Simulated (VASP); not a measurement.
Write the native input for VASP 6.6.1 that does the following.

```
Task                   : single point
Functional             : PBE
Potentials or basis    : VASP PAW PBE potentials, release 64 (Ag)
Cutoff                 : 520 eV
k mesh                 : 11 × 11 × 3
Occupations            : fermi-dirac, width 0.05 eV
Spin                   : no spin polarisation
Dipole correction      : no
Further INCAR settings : ALGO = Fast; EDIFF = 1e-06; NBANDS = 30
```

The structure of Ag lies in POSCAR:

```
Ag
1.0
    2.8862000000      0.0000000000      0.0000000000
   -1.4431000000      2.4995225204      0.0000000000
    0.0000000000      0.0000000000     10.0000000000
Ag
4
Direct
    0.0000000000      0.0000000000      0.5000000000
    0.0000000000      0.0000000000      0.0000000000
    0.6666666667      0.3333333333      0.7500000000
    0.3333333333      0.6666666667      0.2500000000
```

These files were run (other wordings do the same):

INCAR

```
ALGO = Fast
EDIFF = 1E-6
ENCUT = 520
GGA = PE
ISIF = 2
ISMEAR = -1
LASPH = True
LCHARG = True
LELF = True
LREAL = False
LVHAR = True
LWAVE = False
NBANDS = 30
NELM = 80
PREC = Accurate
SIGMA = 0.05
```

KPOINTS

```
k-points
0
Gamma
  11 11 3
```

Potentials or basis: VASP PAW PBE potentials, release 64 (Ag).

The run is started by

```bash
$ cat potpaw_PBE.64/Ag/POTCAR > POTCAR
$ mpirun -np 1 vasp_std > vasp.out
```

Results of the run:

* Pressure: -0.6 GPa
* Band gap on the k mesh: zero (band 22 reaches 10.52 eV, above the bottom of band 23 at 4.58 eV)

It took 39 s on 1 thread of Intel(R) Xeon(R) 6975P-C (Granite Rapids), with other jobs on the host, peak memory 0.22 GiB.
